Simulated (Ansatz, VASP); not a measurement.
**Ta4O: VASP beside Ansatz**

Contents of INCAR:

```
PREC = Accurate ; ENCUT = 520
EDIFF = 1E-7 ; ISMEAR = 0
SIGMA = 0.1 ; LREAL = False
LASPH = True ; NELM = 60
ALGO = Normal ; ISIF = 2
LWAVE = False ; LCHARG = False
GGA = PE ; NBANDS = 33
```

KPOINTS

```
regular mesh
0
Gamma
  12 12 6
```

File POSCAR:

```
Ta4O
1.0
    3.2574970000      0.0000000000      0.0000000000
    0.0000000000      3.2574970000      0.0000000000
    0.0000000000      0.0000000000      7.4093410000
Ta O
4 1
Direct
    0.0000000000      0.0000000000      0.5000000000
    0.5000000000      0.5000000000      0.7831580000
    0.5000000000      0.5000000000      0.2168420000
    0.0000000000      0.0000000000      0.0000000000
    0.5000000000      0.5000000000      0.5000000000
```

Input for Ansatz:

```yaml
crystal:
  lattice:
    - [3.257497, 0.0, 0.0]
    - [0.0, 3.257497, 0.0]
    - [0.0, 0.0, 7.409341]
  atoms:
    - { symbol: Ta, position: [0.0, 0.0, 0.5] }
    - { symbol: Ta, position: [0.5, 0.5, 0.783158] }
    - { symbol: Ta, position: [0.5, 0.5, 0.216842] }
    - { symbol: Ta, position: [0.0, 0.0, 0.0] }
    - { symbol: O, position: [0.5, 0.5, 0.5] }
basis:
  ecutwfc: 460
kpoints:
  mp_grid: { grid: [12, 12, 6] }
hamiltonian:
  xc: pbe
scf:
  occupations: { method: gaussian, width: 0.1 }
output:
  forces: true
  stress: true
  eigenvalues: true
```

Alike in both runs: task single point; functional PBE; k mesh 12 × 12 × 6; occupations gaussian, width 0.1 eV; no spin polarisation.

|  | VASP | Ansatz |
| --- | --- | --- |
| version | VASP 6.6.1 | Ansatz 0.2.0 |
| potentials or method | VASP PAW PBE potentials, release 64 (Ta_pv, O), cutoff 520 eV | scalar-relativistic, plane waves, PAW |
| valence electrons in the cell | 50 | 58 |

```csv
,VASP,Ansatz,Ansatz less VASP
gap on the k mesh at the Fermi level (eV),none,none,-
pressure (GPa),-0.6,-0.8,-0.24
"traceless stress, the component that is largest in VASP (GPa)",-0.19,-0.31,-0.122
rms of the force components (eV/Å),0.008,0.021,+0.0123
```

Atom by atom the forces differ by 0.012 eV/Å (rms over components). A gap of «none» marks a metal or a gap that the smearing closes. The functional is the same, so the differences come from potentials, cutoffs and numerics. VASP's potentials hold 50 valence electrons a cell and Ansatz's 58, so a difference there can come from the potentials and not from the codes.

Spin-orbit coupling is off throughout.
